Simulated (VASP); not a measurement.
# Sb (C2/m) in VASP: a series of runs

Sb is run at these levels: PBEsol; tasks: single point.

Program: VASP 6.6.1. These are calculated values, not measurements. Logs are shortened: lines on timing, memory, paths and dates and some standing lists are left out, and cuts for length are marked.

### 1 The cell of the first run

Symmetry: C2/m, No. 12, monoclinic system. Conventional cell: a = 4.215 Å, b = 4.299 Å, c = 3.209 Å, α = 90.00°, β = 129.40°, γ = 90.00°. Within 4.0 Å of Sb (site symmetry 2/m) lie 12 Sb at 3.01 to 3.30 Å.

### 2 Single point, PBEsol (equal xy, yz and zx shear strains of -2 %)

The input, INCAR:

```
SYSTEM = Sb
PREC     = Accurate       ! precision mode
ENCUT    = 520            ! plane-wave cutoff, eV
EDIFF    = 1E-6           ! SCF threshold, eV
ISMEAR   = -1             ! smearing method
SIGMA    = 0.03           ! smearing width, eV
LREAL    = .FALSE.        ! projectors in reciprocal space
LASPH    = .TRUE.         ! aspherical terms in the spheres
NELM     = 100            ! most SCF steps
ALGO     = Normal         ! electronic algorithm
ISIF     = 2              ! what is computed and relaxed
LWAVE    = .FALSE.        ! write WAVECAR
LCHARG   = .FALSE.        ! write CHGCAR
GGA      = PS             ! functional
NBANDS   = 8              ! bands
```

The input, KPOINTS:

```
Automatic mesh
0
G
  13 13 15
  0 0 0
```

The input, POSCAR:

```
Sb
1.0
   -1.5448500000      1.4952500000      2.4800000000
    1.4952500000     -1.5448500000      2.4800000000
    1.5147500000      1.5147500000     -2.5101000000
Sb
1
Direct
    0.0000000000      0.0000000000      0.0000000000
```

Potentials or basis: VASP PAW PBE potentials, release 64 (Sb).

Started as:

```
$ cat potpaw_PBE.64/Sb/POTCAR > POTCAR
$ mpirun -np 1 vasp_std > vasp.out
```

OUTCAR:

```text
SYSTEM = Sb
   PREC = Accurate
   ENCUT = 520
   EDIFF = 1E-6
   ISMEAR = -1
   LREAL = .FALSE.
   LASPH = .TRUE.
   NELM = 100
   ISIF = 2
   GGA = PS

 ion  position               nearest neighbor table
   1  0.000  0.000  0.000-

  Warning from LATTYP: Got some problem with cell dimensions!
  Tried to take original basis but could not verify dimensions!
  LATTYP: Found a base centered monoclinic cell.
 ALAT       =     4.2146449506
 B/A-ratio  =     1.0200979445
 C/A-ratio  =     0.7613061395
 COS(beta)  =    -0.6347965282

  Lattice vectors:

 A1 = (  -3.0100000000,   0.0301000000,   0.0301000000)
 A2 = (   0.0301000000,  -3.0100000000,   0.0301000000)
 A3 = (   1.4651500000,   1.4651500000,   2.4499000000)

Analysis of symmetry for initial positions (statically):
=====================================================================
 Subroutine PRICEL returns:
 Original cell was already a primitive cell.

 Routine SETGRP: Setting up the symmetry group for a
 base centered monoclinic supercell.

 Subroutine GETGRP returns: Found  4 space group operations
 (whereof  4 operations were pure point group operations)
 out of a pool of  4 trial point group operations.

The static configuration has the point symmetry C_2h.

Analysis of symmetry for dynamics (positions and initial velocities):
=====================================================================
 Subroutine PRICEL returns:
 Original cell was already a primitive cell.

 Routine SETGRP: Setting up the symmetry group for a
 base centered monoclinic supercell.

 Subroutine GETGRP returns: Found  4 space group operations
 (whereof  4 operations were pure point group operations)
 out of a pool of  4 trial point group operations.

The dynamic configuration has the point symmetry C_2h.

 Subroutine INISYM returns: Found  4 space group operations
 (whereof  4 operations are pure point group operations),
 and found     1 'primitive' translations

----------------------------------------------------------------------------------------

                                     Primitive cell

  volume of cell :      22.4623

  direct lattice vectors                    reciprocal lattice vectors
    -1.544850000  1.495250000  2.480000000     0.005393401  0.334329949  0.205010137
     1.495250000 -1.544850000  2.480000000     0.334329949  0.005393401  0.205010137
     1.514750000  1.514750000 -2.510100000     0.335649539  0.335649539  0.006712991

  length of vectors
     3.282184347  3.282184347  3.299929868     0.392217745  0.392217745  0.474727596

  position of ions in fractional coordinates (direct lattice)
     0.000000000  0.000000000  0.000000000

  ion indices of the primitive-cell ions
   primitive index   ion index
                 1           1

----------------------------------------------------------------------------------------

 KPOINTS: Automatic mesh

Automatic generation of k-mesh.
 Grid dimensions read from file:
 generate k-points for:   13   13   15

 Generating k-lattice:

  Cartesian coordinates                     Fractional coordinates (reciprocal lattice)
     0.000414877  0.025717688  0.015770011     0.076923077  0.000000000 -0.000000000
     0.025717688  0.000414877  0.015770011     0.000000000  0.076923077 -0.000000000
     0.022376636  0.022376636  0.000447533     0.000000000  0.000000000  0.066666667

  Length of vectors
     0.030170596  0.030170596  0.031648506

  Shift w.r.t. Gamma in fractional coordinates (k-lattice)
     0.000000000  0.000000000  0.000000000

 Subroutine IBZKPT returns following result:
 ===========================================

 Found    686 irreducible k-points:

 Following reciprocal coordinates:
            Coordinates               Weight
  0.000000  0.000000  0.000000      1.000000
  0.076923  0.000000 -0.000000      4.000000
  0.153846  0.000000  0.000000      4.000000
  0.230769  0.000000 -0.000000      4.000000
  0.307692  0.000000  0.000000      4.000000
  0.384615  0.000000  0.000000      4.000000
[... 16 lines left out ...]
  0.384615  0.153846 -0.000000      4.000000
  0.461538  0.153846  0.000000      4.000000
 [... further k-points ...]
   k-points           NKPTS =    686   k-points in BZ     NKDIM =    686   number of bands    NBANDS=      8
   number of dos      NEDOS =    301   number of ions     NIONS =      1
   total plane-waves  NPLWV =  16128
   dimension x,y,z NGX =    24 NGY =   24 NGZ =   28
   dimension x,y,z NGXF=    48 NGYF=   48 NGZF=   56
   ions per type =               1
   NGX,Y,Z   is equivalent  to a cutoff of  12.16, 12.16, 14.11 a.u.
   NGXF,Y,Z  is equivalent  to a cutoff of  24.31, 24.31, 28.21 a.u.
 SYSTEM =  Sb
   PREC   = accura    normal or accurate (medium, high low for compatibility)
   ISTART =      0    job   : 0-new  1-cont  2-samecut
   ICHARG =      2    charge: 1-file 2-atom 10-const
   ISPIN  =      1    spin polarized calculation?
   LNONCOLLINEAR =      F non collinear calculations
   LSORBIT =      F    spin-orbit coupling
   LASPH  =      T    aspherical Exc in radial PAW
   ENCUT  =  520.0 eV  38.22 Ry    6.18 a.u.   6.10  6.10  6.14*2*pi/ulx,y,z
   NELM   =    100;   NELMIN=  2; NELMDL= -5     # of ELM steps
   EDIFF  = 0.1E-05   stopping-criterion for ELM
   LREAL  =      F    real-space projection
   EDIFFG = 0.1E-04   stopping-criterion for IOM
   NSW    =      0    number of steps for IOM
   IBRION =     -1    ionic relax: 0-MD 1-quasi-New 2-CG
   NFREE  =      0    steps in history (QN), initial steepest desc. (CG)
   ISIF   =      2    stress and relaxation
   ISYM   =      2    0-nonsym 1-usesym 2-fastsym
   POTIM  = 0.5000    time-step for ionic-motion
   TEBEG  =    0.0;   TEEND  =   0.0 temperature during run
   PSTRESS=    0.0 pullay stress
   NELECT =       5.0000    total number of electrons
   NUPDOWN=      -1.0000    fix difference up-down
   EMIN   =  10.00;   EMAX   =-10.00  energy-range for DOS
   EFERMI =   0.00;   METHOD = LEGACY
   ISMEAR =    -1;   SIGMA  =   0.03  broadening in eV -4-tet -1-fermi 0-gaus
   EFERMI_NEDOS =   21; number of points for ismear=-14 and -15
   IALGO  =     38    algorithm
   IMIX   =      4    mixing-type and parameters
     AMIX     =   0.40;   BMIX     =  1.00
     AMIX_MAG =   1.60;   BMIX_MAG =  1.00
  volume/ion in A,a.u.               =      22.46       151.58
  Fermi-wavevector in a.u.,A,eV,Ry     =   0.992157  1.874905 13.393238  0.984375
  Thomas-Fermi vector in A             =   2.123949
   LORBIT       =      0    0 simple, 1 ext, 2 COOP (PROOUT), +10 PAW based schemes
   GGA     = PS    functional components
   LHFCALC =     F    Hartree Fock is set to
   AEXX    =    0.0000 exact exchange contribution
   IVDW    =     0    specifies the selected vdW correction
   LEPSILON=     F    determine dielectric tensor
   LRPA    =     F    only Hartree local field effects (RPA)
 non-spin polarized calculation
  energy-cutoff  :      520.00
  volume of cell :       22.46
 maximum number of plane-waves:       626
   NGX = 13   NGY = 13   NGZ = 13

 number of electron       5.0000000 magnetization

 Free energy of the ion-electron system (eV)
  ---------------------------------------------------
  ext. energy  EPLUGINS =         0.00000000
  ---------------------------------------------------
  free energy    TOTEN  =        -4.15502855 eV

  energy without entropy =       -4.15370771  energy(sigma->0) =       -4.15436813

 E-fermi :  10.9462     XC(G=0): -11.1297

 val. band max:       10.9447389047   @ k =  -0.3077  -0.4615   0.3333
 cond. band min:      10.9645190324   @ k =   0.0769  -0.0000   0.4667
 fundamental gap:      0.0197801277
 Fermi energy:        10.9462149337

 k-point     1 :       0.0000    0.0000    0.0000
  band No.  band energies     occupation
      1      -3.5839      2.00000
      2      17.2750      0.00000
      3      17.7144      0.00000
      4      17.8579      0.00000
      5      21.0335      0.00000
      6      21.4636      0.00000
      7      22.0360      0.00000
      8      22.2857      0.00000

 k-point     2 :       0.0769    0.0000   -0.0000
  band No.  band energies     occupation
      1      -3.4413      2.00000
      2      16.4807      0.00000
      3      16.9026      0.00000
      4      17.6262      0.00000
      5      20.4383      0.00000
      6      21.3775      0.00000
      7      22.2448      0.00000
      8      22.4868      0.00000

 k-point     3 :       0.1538    0.0000    0.0000
  band No.  band energies     occupation
      1      -3.0137      2.00000
      2      13.8733      0.00000
      3      16.0333      0.00000
      4      17.4024      0.00000
      5      19.6993      0.00000
      6      20.9609      0.00000
      7      22.8871      0.00000
      8      23.4069      0.00000

 k-point     4 :       0.2308    0.0000   -0.0000
  band No.  band energies     occupation
      1      -2.3029      2.00000
      2      11.1061      0.00965
      3      15.0988      0.00000
      4      17.2104      0.00000
      5      19.0127      0.00000
      6      20.6404      0.00000
      7      23.7013      0.00000
      8      24.4162      0.00000

 k-point     5 :       0.3077    0.0000    0.0000
  band No.  band energies     occupation
      1      -1.3165      2.00000
      2       8.4811      2.00000
      3      14.3019      0.00000
      4      17.0907      0.00000
      5      18.4383      0.00000
      6      20.5936      0.00000
      7      23.0532      0.00000
      8      23.8429      0.00000
[... 177 lines left out ...]
 k-point    22 :       0.3077    0.1538    0.0000
  band No.  band energies     occupation
      1      -0.1061      2.00000
      2       7.5337      2.00000
      3      12.1304      0.00000
      4      14.1143      0.00000
      5      19.1846      0.00000
      6      20.2987      0.00000
      7      23.2563      0.00000
      8      24.3228      0.00000

 k-point    23 :       0.3846    0.1538   -0.0000
  band No.  band energies     occupation
      1       1.1918      2.00000
      2       5.4534      2.00000
      3      12.0959      0.00000
      4      13.7941      0.00000
      5      18.4894      0.00000
      6      19.8941      0.00000
      7      23.9036      0.00000
      8      25.8027      0.00000

 k-point    24 :       0.4615    0.1538    0.0000
  band No.  band energies     occupation
      1       1.9519      2.00000
      2       4.4566      2.00000
      3      12.1744      0.00000
      4      13.8259      0.00000
      5      17.9297      0.00000
      6      19.8355      0.00000
      7      24.4694      0.00000
      8      26.4665      0.00000

 [... further k-points ...]

------------------------ aborting loop because EDIFF is reached ----------------------------------------

  FORCE on cell =-STRESS in cart. coord.  units (eV):
  Direction    XX          YY          ZZ          XY          YZ          ZX
  --------------------------------------------------------------------------------------
  -------------------------------------------------------------------------------------
  Total        2.2715360      2.2715360      1.9475190     -0.1028034     -0.0319853     -0.0319853
  in kB      162.0230125    162.0230125    138.9116883     -7.3327081     -2.2814296     -2.2814306
  external PRESSURE =     154.3192378 kB  Pullay stress =       0.0000000 kB

 VOLUME and BASIS-vectors are now :
 -----------------------------------------------------------------------------
  energy-cutoff  :      520.00
  volume of cell :       22.46
      direct lattice vectors                 reciprocal lattice vectors
    -1.544850000  1.495250000  2.480000000     0.005393401  0.334329949  0.205010137
     1.495250000 -1.544850000  2.480000000     0.334329949  0.005393401  0.205010137
     1.514750000  1.514750000 -2.510100000     0.335649539  0.335649539  0.006712991

 POSITION                                       TOTAL-FORCE (eV/Angst)
 -----------------------------------------------------------------------------------
      0.00000      0.00000      0.00000         0.000000      0.000000      0.000000
 -----------------------------------------------------------------------------------
    total drift:                                0.000000     -0.000000      0.000000

  FREE ENERGIE OF THE ION-ELECTRON SYSTEM (eV)
  ---------------------------------------------------
  free  energy   TOTEN  =        -4.1550285512 eV

  energy  without entropy=       -4.1537077076  energy(sigma->0) =       -4.15436813
```

Wall time 26 s (1 thread of Intel Xeon 6975P-C (Granite Rapids), shared host); peak memory 0.24 GiB.

What came out:

* Free energy: -4.1550 eV
* Pressure: 15.4 GPa
* Band gap on the k mesh: zero (an odd number of electrons rules out a gap without spin polarisation)

Caveat: the cell differs from its parent crystal (equal xy, yz and zx shear strains of -2 %); the cell stands under pressure; the PAW data sets were made with another functional, which shifts forces and pressure a little; spin-orbit coupling is left out, which moves the levels of the heavy elements.

### 3 Single point, PBEsol (equal xy, yz and zx shear strains of -1 %)

The input, INCAR:

```
SYSTEM = Sb
  PREC = Accurate
  ENCUT = 520
  EDIFF = 1E-6
  ISMEAR = -1
  SIGMA = 0.03
  LREAL = .FALSE.
  LASPH = .TRUE.
  NELM = 60
  ALGO = Normal
  ISIF = 2
  LWAVE = .FALSE.
  LCHARG = .FALSE.
  GGA = PS
  NBANDS = 8
```

The input, KPOINTS:

```
regular mesh
0
G
  13 13 15
  0 0 0
```

The input, POSCAR:

```
Sb
1.0
   -1.5249250000      1.5001250000      2.4800000000
    1.5001250000     -1.5249250000      2.4800000000
    1.5098750000      1.5098750000     -2.4950500000
Sb
1
Direct
    0.0000000000      0.0000000000      0.0000000000
```

Potentials or basis: VASP PAW PBE potentials, release 64 (Sb).

Started as:

```
$ cat potpaw_PBE.64/Sb/POTCAR > POTCAR
$ mpirun -np 1 vasp_std > vasp.out
```

OUTCAR:

```text
SYSTEM = Sb
   PREC = Accurate
   ENCUT = 520
   EDIFF = 1E-6
   ISMEAR = -1
   LREAL = .FALSE.
   LASPH = .TRUE.
   NELM = 60
   ISIF = 2
   GGA = PS

 ion  position               nearest neighbor table
   1  0.000  0.000  0.000-

  Warning from LATTYP: Got some problem with cell dimensions!
  Tried to take original basis but could not verify dimensions!
  LATTYP: Found a base centered monoclinic cell.
 ALAT       =     4.2356058616
 B/A-ratio  =     1.0100247465
 C/A-ratio  =     0.7645528026
 COS(beta)  =    -0.6431197510

  Lattice vectors:

 A1 = (  -3.0100000000,   0.0150500000,   0.0150500000)
 A2 = (   0.0150500000,  -3.0100000000,   0.0150500000)
 A3 = (   1.4850750000,   1.4850750000,   2.4649500000)

Analysis of symmetry for initial positions (statically):
=====================================================================
 Subroutine PRICEL returns:
 Original cell was already a primitive cell.

 Routine SETGRP: Setting up the symmetry group for a
 base centered monoclinic supercell.

 Subroutine GETGRP returns: Found  4 space group operations
 (whereof  4 operations were pure point group operations)
 out of a pool of  4 trial point group operations.

The static configuration has the point symmetry C_2h.

Analysis of symmetry for dynamics (positions and initial velocities):
=====================================================================
 Subroutine PRICEL returns:
 Original cell was already a primitive cell.

 Routine SETGRP: Setting up the symmetry group for a
 base centered monoclinic supercell.

 Subroutine GETGRP returns: Found  4 space group operations
 (whereof  4 operations were pure point group operations)
 out of a pool of  4 trial point group operations.

The dynamic configuration has the point symmetry C_2h.

 Subroutine INISYM returns: Found  4 space group operations
 (whereof  4 operations are pure point group operations),
 and found     1 'primitive' translations

[... 113 lines left out ...]
  volume/ion in A,a.u.               =      22.47       151.62
  Fermi-wavevector in a.u.,A,eV,Ry     =   0.992082  1.874763 13.391213  0.984226
  Thomas-Fermi vector in A             =   2.123869
   LORBIT       =      0    0 simple, 1 ext, 2 COOP (PROOUT), +10 PAW based schemes
   GGA     = PS    functional components
   LHFCALC =     F    Hartree Fock is set to
   AEXX    =    0.0000 exact exchange contribution
   IVDW    =     0    specifies the selected vdW correction
   LEPSILON=     F    determine dielectric tensor
   LRPA    =     F    only Hartree local field effects (RPA)
 non-spin polarized calculation
  energy-cutoff  :      520.00
  volume of cell :       22.47
 maximum number of plane-waves:       629
   NGX = 13   NGY = 13   NGZ = 13

 number of electron       5.0000000 magnetization

 Free energy of the ion-electron system (eV)
  ---------------------------------------------------
  ext. energy  EPLUGINS =         0.00000000
  ---------------------------------------------------
  free energy    TOTEN  =        -4.15378457 eV

  energy without entropy =       -4.15209393  energy(sigma->0) =       -4.15293925

 E-fermi :  10.9505     XC(G=0): -11.1289

 val. band max:       10.9439076523   @ k =   0.1538   0.0769   0.3333
 cond. band min:      10.9564577200   @ k =  -0.2308   0.3077   0.4000
 fundamental gap:      0.0125500677
 Fermi energy:        10.9504502353

 k-point     1 :       0.0000    0.0000    0.0000
  band No.  band energies     occupation
      1      -3.5841      2.00000
      2      17.3867      0.00000
      3      17.7209      0.00000
      4      17.7504      0.00000
      5      21.0924      0.00000
      6      21.4224      0.00000
      7      22.0908      0.00000
      8      22.1821      0.00000
[... 243 lines left out ...]
 k-point    24 :       0.4615    0.1538    0.0000
  band No.  band energies     occupation
      1       1.8795      2.00000
      2       4.4265      2.00000
      3      12.3156      0.00000
      4      13.8971      0.00000
      5      17.9449      0.00000
      6      19.9594      0.00000
      7      24.4169      0.00000
      8      26.2231      0.00000

 [... further k-points ...]

------------------------ aborting loop because EDIFF is reached ----------------------------------------

  FORCE on cell =-STRESS in cart. coord.  units (eV):
  Direction    XX          YY          ZZ          XY          YZ          ZX
  --------------------------------------------------------------------------------------
  -------------------------------------------------------------------------------------
  Total        2.2695624      2.2695624      1.9309635     -0.0809946     -0.0450551     -0.0450551
  in kB      161.8455321    161.8455321    137.6995897     -5.7758336     -3.2129415     -3.2129424
  external PRESSURE =     153.7968846 kB  Pullay stress =       0.0000000 kB

 VOLUME and BASIS-vectors are now :
 -----------------------------------------------------------------------------
  energy-cutoff  :      520.00
  volume of cell :       22.47
      direct lattice vectors                 reciprocal lattice vectors
    -1.524925000  1.500125000  2.480000000     0.002682742  0.333255790  0.203292596
     1.500125000 -1.524925000  2.480000000     0.333255790  0.002682742  0.203292596
     1.509875000  1.509875000 -2.495050000     0.333912170  0.333912170  0.003339122

 POSITION                                       TOTAL-FORCE (eV/Angst)
 -----------------------------------------------------------------------------------
      0.00000      0.00000      0.00000         0.000000      0.000000      0.000000
 -----------------------------------------------------------------------------------
    total drift:                                0.000000     -0.000000      0.000000

  FREE ENERGIE OF THE ION-ELECTRON SYSTEM (eV)
  ---------------------------------------------------
  free  energy   TOTEN  =        -4.1537845728 eV

  energy  without entropy=       -4.1520939255  energy(sigma->0) =       -4.15293925
```

Wall time 22 s (1 thread of Intel Xeon 6975P-C (Granite Rapids), shared host); peak memory 0.23 GiB.

What came out:

| Quantity | Value |
| --- | --- |
| Free energy | -4.1538 eV |
| Pressure | 15.4 GPa |
| Band gap on the k mesh | zero (an odd number of electrons rules out a gap without spin polarisation) |

Stress tensor (GPa, compression positive):
```
16.18 -0.58 -0.32
-0.58 16.18 -0.32
-0.32 -0.32 13.77
```

Caveat: the cell differs from its parent crystal (equal xy, yz and zx shear strains of -1 %); the cell stands under pressure; the PAW data sets were made with another functional, which shifts forces and pressure a little; spin-orbit coupling is left out, which moves the levels of the heavy elements.
